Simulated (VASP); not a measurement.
# CaO: single point with PBE

The system is CaO.

```xyz
2
Lattice="0.0000 2.4490 2.4857 2.4490 0.0000 2.4857 2.4490 2.4490 0.0000" Properties=species:S:1:pos:R:3 pbc="T T T"
Ca    0.0000    0.0000    0.0000
O     2.4490    2.4490    2.4857
```

This cell differs from its parent crystal: strain +0.000 along x and y, +0.015 along z.

```
Program             : VASP 6.6.1
Task                : single point
Functional          : PBE
Potentials or basis : VASP PAW PBE potentials, release 64 (Ca_sv, O)
Cutoff              : 520 eV
k mesh              : 8 × 8 × 8
Occupations         : gaussian, width 0.05 eV
Spin                : no spin polarisation
```

| Property | Result |
| --- | --- |
| Pressure | -4.8 GPa |
| Band gap on the k mesh | 3.62 eV, indirect (least direct gap 4.02 eV) |

Stress tensor (GPa, compression positive):
```
-4.29  0.00  0.00
 0.00 -4.29  0.00
 0.00  0.00 -5.83
```

Levels at points of the mesh, in eV from the valence-band top:
```csv
k point,band 5,band 6,band 7,band 8,band 9,band 10,band 11,band 12
"(0.00, 0.00, 0.00)",-15.41,-0.03,0.00,0.00,4.14,5.97,6.07,6.07
"(0.50, 0.00, 0.00)",-14.47,-2.48,-1.08,-1.08,6.71,7.95,7.95,7.96
"(0.50, 0.50, 0.00)",-15.17,-1.38,-0.37,-0.37,3.66,7.51,8.48,9.04
"(0.50, 0.00, 0.50)",-15.17,-1.30,-0.41,-0.40,3.62,7.52,8.48,9.00
```

Run time: 21 s on 1 thread of Intel(R) Xeon(R) Platinum 8488C (Sapphire Rapids), with other jobs on the host, peak memory 0.17 GiB.

Caveat: the cell differs from its parent crystal (strain +0.000 along x and y, +0.015 along z). A k mesh can miss the band edges.
